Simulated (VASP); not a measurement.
Wanted: the native input for a VASP 6.6.1 run.

```
Task                   : single point
Functional             : PBEsol
Potentials or basis    : VASP PAW PBE potentials, release 64 (Ti_sv, B)
Cutoff                 : 520 eV
k mesh                 : 14 × 14 × 14
Occupations            : gaussian, width 0.1 eV
Spin                   : no spin polarisation
Dipole correction      : no
Further INCAR settings : ALGO = Normal; EDIFF = 1e-06; NBANDS = 14
```

The structure of TiB lies in POSCAR:

```
TiB
1.0
    0.0000000000      2.4285590852      2.4285590852
    2.4285590852      0.0000000000      2.4285590852
    2.4285590852      2.4285590852      0.0000000000
Ti B
1 1
Direct
    0.7500000000      0.7500000000      0.7500000000
    0.0000000000      0.0000000000      0.0000000000
```

This cell differs from its parent crystal: volume scaled by 0.97.

One way to write it, as run:

INCAR

```
SYSTEM = TiB
  PREC = Accurate
  ENCUT = 520
  EDIFF = 1E-6
  ISMEAR = 0
  SIGMA = 0.1
  LREAL = .False.
  LASPH = .True.
  NELM = 100
  ALGO = Normal
  ISIF = 2
  LWAVE = .False.
  LCHARG = .False.
  GGA = PS
  NBANDS = 14
```

KPOINTS

```
Automatic mesh
0
Gamma
  14 14 14
  0 0 0
```

Potentials or basis: VASP PAW PBE potentials, release 64 (Ti_sv, B).

The run is started by

```console
$ cat potpaw_PBE.64/Ti_sv/POTCAR potpaw_PBE.64/B/POTCAR > POTCAR
$ mpirun -np 1 vasp_std > vasp.out
```

It gave:

```
Pressure : 3.5 GPa
```

Caveat: the PAW data sets were made with another functional, which shifts forces and pressure a little.

Wall time 20 s on 1 thread of Intel(R) Xeon(R) 6975P-C (Granite Rapids) (shared host), peak memory 0.18 GiB.
